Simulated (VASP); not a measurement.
# PbF2 (Fm-3m) in VASP: further runs

PbF2 is run at these levels: r2SCAN; tasks: single point, relaxation of cell and atoms.

All numbers are computed with VASP 6.6.1; they aren't measurements. Logs are shortened: lines on timing, memory, paths and dates and some standing lists are left out, and cuts for length are marked.

### 1 The cell of the first run

It takes space group Fm-3m (No. 225, cubic). Conventional cell: a = 5.980 Å, b = 5.980 Å, c = 5.980 Å, α = 90.00°, β = 90.00°, γ = 90.00°. Within 3.4 Å of Pb (site symmetry m-3m) lie 8 F at 2.59 Å. Within 3.4 Å of F (site symmetry -43m) lie 4 Pb at 2.59 Å and 6 F at 2.99 Å.

### 2 Single point, r2SCAN (17.82 Å³/atom)

Contents of POSCAR:

```
PbF2
1.0
    0.0000000000      2.9899170688      2.9899170688
    2.9899170688      0.0000000000      2.9899170688
    2.9899170688      2.9899170688      0.0000000000
Pb F
1 2
Direct
    0.0000000000      0.0000000000      0.0000000000
    0.2500000000      0.2500000000      0.2500000000
    0.7500000000      0.7500000000      0.7500000000
```

Contents of INCAR.step1:

```
SYSTEM = PbF2
ALGO = Normal ; EDIFF = 1E-4
ENCUT = 520 ; GGA = PE
ISMEAR = 0 ; LASPH = .True.
LCHARG = .False. ; LREAL = .False.
LWAVE = .True. ; NBANDS = 21
NELM = 60 ; PREC = Accurate
SIGMA = 0.02
```

Contents of INCAR.step2:

```
SYSTEM = PbF2
ALGO = Normal ; EDIFF = 1E-6
ENCUT = 520 ; ISIF = 2
ISMEAR = 0 ; ISTART = 1
LASPH = .True. ; LCHARG = .False.
LMIXTAU = .True. ; LREAL = .False.
LWAVE = .False. ; METAGGA = R2SCAN
NBANDS = 21 ; NELM = 60
PREC = Accurate ; SIGMA = 0.02
```

Contents of KPOINTS:

```
k-points
0
Gamma
  8 8 8
  0 0 0
```

Potentials or basis: VASP PAW PBE potentials, release 64 (Pb_d, F).

Command:

```bash
> cat potpaw_PBE.64/Pb_d/POTCAR potpaw_PBE.64/F/POTCAR > POTCAR
> cp INCAR.step1 INCAR
> mpirun -np 1 vasp_std > vasp.out
> cp INCAR.step2 INCAR
> mpirun -np 1 vasp_std > vasp.out
```

OUTCAR:

```text
SYSTEM = PbF2
   EDIFF = 1E-6
   ENCUT = 520
   ISIF = 2
   ISMEAR = 0
   ISTART = 1
   LASPH = .True.
   LREAL = .False.
   METAGGA = R2SCAN
   NELM = 60
   PREC = Accurate

 ion  position               nearest neighbor table
   1  0.000  0.000  0.000-   3 2.59   3 2.59   3 2.59   2 2.59   3 2.59   2 2.59   2 2.59   2 2.59

   2  0.250  0.250  0.250-   1 2.59   1 2.59   1 2.59   1 2.59
   3  0.750  0.750  0.750-   1 2.59   1 2.59   1 2.59   1 2.59

  LATTYP: Found a face centered cubic cell.
 ALAT       =     5.9798341376

  Lattice vectors:

 A1 = (   0.0000000000,   2.9899170688,   2.9899170688)
 A2 = (   2.9899170688,   0.0000000000,   2.9899170688)
 A3 = (   2.9899170688,   2.9899170688,   0.0000000000)

Analysis of symmetry for initial positions (statically):
=====================================================================
 Subroutine PRICEL returns:
 Original cell was already a primitive cell.

 Routine SETGRP: Setting up the symmetry group for a
 face centered cubic supercell.

 Subroutine GETGRP returns: Found 48 space group operations
 (whereof 48 operations were pure point group operations)
 out of a pool of 48 trial point group operations.

The static configuration has the point symmetry O_h .

Analysis of symmetry for dynamics (positions and initial velocities):
=====================================================================
 Subroutine PRICEL returns:
 Original cell was already a primitive cell.

 Routine SETGRP: Setting up the symmetry group for a
 face centered cubic supercell.

 Subroutine GETGRP returns: Found 48 space group operations
 (whereof 48 operations were pure point group operations)
 out of a pool of 48 trial point group operations.

The dynamic configuration has the point symmetry O_h .

 Subroutine INISYM returns: Found 48 space group operations
 (whereof 48 operations are pure point group operations),
 and found     1 'primitive' translations

----------------------------------------------------------------------------------------

                                     Primitive cell

  volume of cell :      53.4573

  direct lattice vectors                    reciprocal lattice vectors
     0.000000000  2.989917069  2.989917069    -0.167228719  0.167228719  0.167228719
[... 78 lines left out ...]
 SYSTEM =  PbF2
   PREC   = accura    normal or accurate (medium, high low for compatibility)
   ISTART =      1    job   : 0-new  1-cont  2-samecut
   ICHARG =      0    charge: 1-file 2-atom 10-const
   ISPIN  =      1    spin polarized calculation?
   LNONCOLLINEAR =      F non collinear calculations
   LSORBIT =      F    spin-orbit coupling
   LASPH  =      T    aspherical Exc in radial PAW
   ENCUT  =  520.0 eV  38.22 Ry    6.18 a.u.   7.86  7.86  7.86*2*pi/ulx,y,z
   NELM   =     60;   NELMIN=  2; NELMDL=  0     # of ELM steps
   EDIFF  = 0.1E-05   stopping-criterion for ELM
   LREAL  =      F    real-space projection
   EDIFFG = 0.1E-04   stopping-criterion for IOM
   NSW    =      0    number of steps for IOM
   IBRION =     -1    ionic relax: 0-MD 1-quasi-New 2-CG
   NFREE  =      0    steps in history (QN), initial steepest desc. (CG)
   ISIF   =      2    stress and relaxation
   ISYM   =      2    0-nonsym 1-usesym 2-fastsym
   POTIM  = 0.5000    time-step for ionic-motion
   TEBEG  =    0.0;   TEEND  =   0.0 temperature during run
   PSTRESS=    0.0 pullay stress
   NELECT =      28.0000    total number of electrons
   NUPDOWN=      -1.0000    fix difference up-down
   EMIN   =  10.00;   EMAX   =-10.00  energy-range for DOS
   EFERMI =   0.00;   METHOD = LEGACY
   ISMEAR =     0;   SIGMA  =   0.02  broadening in eV -4-tet -1-fermi 0-gaus
   EFERMI_NEDOS =   21; number of points for ismear=-14 and -15
   IALGO  =     38    algorithm
   IMIX   =      4    mixing-type and parameters
     AMIX     =   0.40;   BMIX     =  1.00
     AMIX_MAG =   1.60;   BMIX_MAG =  1.00
  volume/ion in A,a.u.               =      17.82       120.25
  Fermi-wavevector in a.u.,A,eV,Ry     =   1.319649  2.493775 23.694178  1.741473
  Thomas-Fermi vector in A             =   2.449532
   LORBIT       =      0    0 simple, 1 ext, 2 COOP (PROOUT), +10 PAW based schemes
   METAGGA = R2SCAN    functional components
   LHFCALC =     F    Hartree Fock is set to
   AEXX    =    0.0000 exact exchange contribution
   IVDW    =     0    specifies the selected vdW correction
   LEPSILON=     F    determine dielectric tensor
   LRPA    =     F    only Hartree local field effects (RPA)
 non-spin polarized calculation
 Gauss-broadening in eV      SIGMA  =   0.02
  energy-cutoff  :      520.00
  volume of cell :       53.46
 maximum number of plane-waves:      1459
   NGX = 15   NGY = 15   NGZ = 15

 number of electron      28.0000025 magnetization

 Free energy of the ion-electron system (eV)
  ---------------------------------------------------
  ext. energy  EPLUGINS =         0.00000000
  ---------------------------------------------------
  free energy    TOTEN  =       -70.15318290 eV

  energy without entropy =      -70.15318290  energy(sigma->0) =      -70.15318290

 E-fermi :   1.2758     XC(G=0):  -9.8680

 val. band max:        1.1793805760   @ k =  -0.2500   0.5000   0.2500
 cond. band min:       6.1186168478   @ k =   0.5000   0.5000   0.0000
 fundamental gap:      4.9392362718
 Fermi energy:         1.2758064232

 k-point     1 :       0.0000    0.0000    0.0000
  band No.  band energies     occupation
      1     -20.9826      2.00000
      2     -20.4370      2.00000
      3     -13.6518      2.00000
      4     -13.6518      2.00000
      5     -13.6518      2.00000
      6     -13.6126      2.00000
[... 565 lines left out ...]
     20      17.8144      0.00000
     21      18.2628      0.00000

 [... further k-points ...]
[... 5 lines left out ...]
  --------------------------------------------------------------------------------------
  -------------------------------------------------------------------------------------
  Total       -0.7417162     -0.7417162     -0.7417162      0.0000000      0.0000000      0.0000000
  in kB      -22.2300744    -22.2300744    -22.2300744      0.0000000      0.0000000      0.0000000
  external PRESSURE =     -22.2300744 kB  Pullay stress =       0.0000000 kB

 VOLUME and BASIS-vectors are now :
 -----------------------------------------------------------------------------
  energy-cutoff  :      520.00
  volume of cell :       53.46
      direct lattice vectors                 reciprocal lattice vectors
     0.000000000  2.989917069  2.989917069    -0.167228719  0.167228719  0.167228719
     2.989917069  0.000000000  2.989917069     0.167228719 -0.167228719  0.167228719
     2.989917069  2.989917069  0.000000000     0.167228719  0.167228719 -0.167228719

 POSITION                                       TOTAL-FORCE (eV/Angst)
 -----------------------------------------------------------------------------------
      0.00000      0.00000      0.00000         0.000000     -0.000000      0.000000
      1.49496      1.49496      1.49496        -0.000000      0.000000      0.000000
      4.48488      4.48488      4.48488        -0.000000     -0.000000     -0.000000
 -----------------------------------------------------------------------------------
    total drift:                                0.000000     -0.000000      0.000000

  FREE ENERGIE OF THE ION-ELECTRON SYSTEM (eV)
  ---------------------------------------------------
  free  energy   TOTEN  =       -70.1531828975 eV

  energy  without entropy=      -70.1531828975  energy(sigma->0) =      -70.15318290
```

OUTCAR.step1:

```text
SYSTEM = PbF2
   EDIFF = 1E-4
   ENCUT = 520
   GGA = PE
   ISMEAR = 0
   LASPH = .True.
   LREAL = .False.
   NELM = 60
[... 799 lines left out ...]
      0.00000      0.00000      0.00000         0.000000      0.000000      0.000000
      1.49496      1.49496      1.49496        -0.000000      0.000000     -0.000000
      4.48488      4.48488      4.48488         0.000000     -0.000000      0.000000
 -----------------------------------------------------------------------------------
    total drift:                                0.000000     -0.000000      0.000000

  FREE ENERGIE OF THE ION-ELECTRON SYSTEM (eV)
  ---------------------------------------------------
  free  energy   TOTEN  =       -14.3494289393 eV

  energy  without entropy=      -14.3494289393  energy(sigma->0) =      -14.34942894
```

Wall time 39 s (1 thread of Intel Xeon 6975P-C (Granite Rapids), shared host); peak memory 0.2 GiB.

Results:

```
Free energy            : -70.1532 eV
Pressure               : -2.2 GPa
Band gap on the k mesh : 4.94 eV (least direct gap 5.08 eV)
```

Levels at points of the mesh, in eV from the valence-band top:
| k point | band 12 | band 13 | band 14 | band 15 | band 16 | band 17 |
| --- | --- | --- | --- | --- | --- | --- |
| (0.00, 0.00, 0.00) | -1.96 | -1.96 | -1.96 | 7.28 | 7.28 | 7.28 |
| (0.50, 0.00, 0.00) | -2.14 | -2.14 | -0.04 | 5.40 | 8.16 | 8.16 |
| (0.50, 0.50, 0.00) | -1.57 | -1.56 | -0.14 | 4.94 | 8.36 | 8.36 |

Caveat: the PAW data sets were made with another functional, which shifts forces and pressure a little; spin-orbit coupling is left out, which moves the levels of the heavy elements.

### 3 Single point, r2SCAN (18.34 Å³/atom)

This run uses another cell than the first one, of 18.34 Å³/atom.

Contents of POSCAR:

```
PbF2
1.0
    0.0000000000      3.0186680351      3.0186680351
    3.0186680351      0.0000000000      3.0186680351
    3.0186680351      3.0186680351      0.0000000000
Pb F
1 2
Direct
    0.0000000000      0.0000000000      0.0000000000
    0.2500000000      0.2500000000      0.2500000000
    0.7500000000      0.7500000000      0.7500000000
```

Contents of INCAR.step1:

```
SYSTEM = PbF2
  PREC = Accurate
  ENCUT = 520
  ISMEAR = 0
  SIGMA = 0.02
  LREAL = .FALSE.
  LASPH = .TRUE.
  NELM = 100
  NBANDS = 21
  GGA = PE
  ALGO = Normal
  EDIFF = 1E-4
  LWAVE = .TRUE.
  LCHARG = .FALSE.
```

Contents of INCAR.step2:

```
SYSTEM = PbF2
  PREC = Accurate
  ENCUT = 520
  EDIFF = 1E-6
  ISMEAR = 0
  SIGMA = 0.02
  LREAL = .FALSE.
  LASPH = .TRUE.
  NELM = 100
  ALGO = Normal
  ISIF = 2
  LWAVE = .FALSE.
  LCHARG = .FALSE.
  METAGGA = R2SCAN
  LMIXTAU = .TRUE.
  NBANDS = 21
  ISTART = 1
```

Contents of KPOINTS:

```
regular mesh
0
G
  8 8 8
  0 0 0
```

Potentials or basis: VASP PAW PBE potentials, release 64 (Pb_d, F).

Command:

```bash
> cat potpaw_PBE.64/Pb_d/POTCAR potpaw_PBE.64/F/POTCAR > POTCAR
> cp INCAR.step1 INCAR
> mpirun -np 1 vasp_std > vasp.out
> cp INCAR.step2 INCAR
> mpirun -np 1 vasp_std > vasp.out
```

OUTCAR:

```text
SYSTEM = PbF2
   PREC = Accurate
   ENCUT = 520
   EDIFF = 1E-6
   ISMEAR = 0
   LREAL = .FALSE.
   LASPH = .TRUE.
   NELM = 100
   ISIF = 2
   METAGGA = R2SCAN
   ISTART = 1

 ion  position               nearest neighbor table
   1  0.000  0.000  0.000-   2 2.61   3 2.61   3 2.61   3 2.61   3 2.61   2 2.61   2 2.61   2 2.61

   2  0.250  0.250  0.250-   1 2.61   1 2.61   1 2.61   1 2.61
   3  0.750  0.750  0.750-   1 2.61   1 2.61   1 2.61   1 2.61

  LATTYP: Found a face centered cubic cell.
 ALAT       =     6.0373360702

[... 195 lines left out ...]
      5     -13.9679      2.00000
      6     -13.9389      2.00000
[... 565 lines left out ...]
     20      17.2775      0.00000
     21      17.7851      0.00000

 [... further k-points ...]
[... 5 lines left out ...]
  --------------------------------------------------------------------------------------
  -------------------------------------------------------------------------------------
  Total       -1.3841108     -1.3841108     -1.3841108      0.0000000      0.0000000     -0.0000000
  in kB      -40.3093124    -40.3093124    -40.3093124      0.0000000      0.0000000     -0.0000000
  external PRESSURE =     -40.3093124 kB  Pullay stress =       0.0000000 kB

 VOLUME and BASIS-vectors are now :
 -----------------------------------------------------------------------------
  energy-cutoff  :      520.00
  volume of cell :       55.01
      direct lattice vectors                 reciprocal lattice vectors
     0.000000000  3.018668035  3.018668035    -0.165635967  0.165635967  0.165635967
     3.018668035  0.000000000  3.018668035     0.165635967 -0.165635967  0.165635967
     3.018668035  3.018668035  0.000000000     0.165635967  0.165635967 -0.165635967

 POSITION                                       TOTAL-FORCE (eV/Angst)
 -----------------------------------------------------------------------------------
      0.00000      0.00000      0.00000         0.000000      0.000000     -0.000000
      1.50933      1.50933      1.50933        -0.000000     -0.000000      0.000000
      4.52800      4.52800      4.52800         0.000000      0.000000     -0.000000
 -----------------------------------------------------------------------------------
    total drift:                                0.000000     -0.000000      0.000000

  FREE ENERGIE OF THE ION-ELECTRON SYSTEM (eV)
  ---------------------------------------------------
  free  energy   TOTEN  =       -70.1253523359 eV

  energy  without entropy=      -70.1253523359  energy(sigma->0) =      -70.12535234
```

OUTCAR.step1:

```text
SYSTEM = PbF2
   PREC = Accurate
   ENCUT = 520
   ISMEAR = 0
   LREAL = .FALSE.
   LASPH = .TRUE.
   NELM = 100
[... 800 lines left out ...]
      0.00000      0.00000      0.00000        -0.000000      0.000000      0.000000
      1.50933      1.50933      1.50933        -0.000000     -0.000000      0.000000
      4.52800      4.52800      4.52800         0.000000      0.000000     -0.000000
 -----------------------------------------------------------------------------------
    total drift:                                0.000000     -0.000000      0.000000

  FREE ENERGIE OF THE ION-ELECTRON SYSTEM (eV)
  ---------------------------------------------------
  free  energy   TOTEN  =       -14.3478060862 eV

  energy  without entropy=      -14.3478060862  energy(sigma->0) =      -14.34780609
```

It took 38 s on 1 thread of Intel Xeon 6975P-C (Granite Rapids), shared host; peak memory 0.19 GiB.

What came out:

| Quantity | Value |
| --- | --- |
| Free energy | -70.1254 eV |
| Pressure | -4.0 GPa |
| Band gap on the k mesh | 4.94 eV (least direct gap 5.08 eV) |

Caveat: the cell stands under tension; the PAW data sets were made with another functional, which shifts forces and pressure a little; spin-orbit coupling is left out, which moves the levels of the heavy elements. r2SCAN opens gaps a little over a GGA but as a rule still falls short of measured ones.

[end of part 1 of 2]
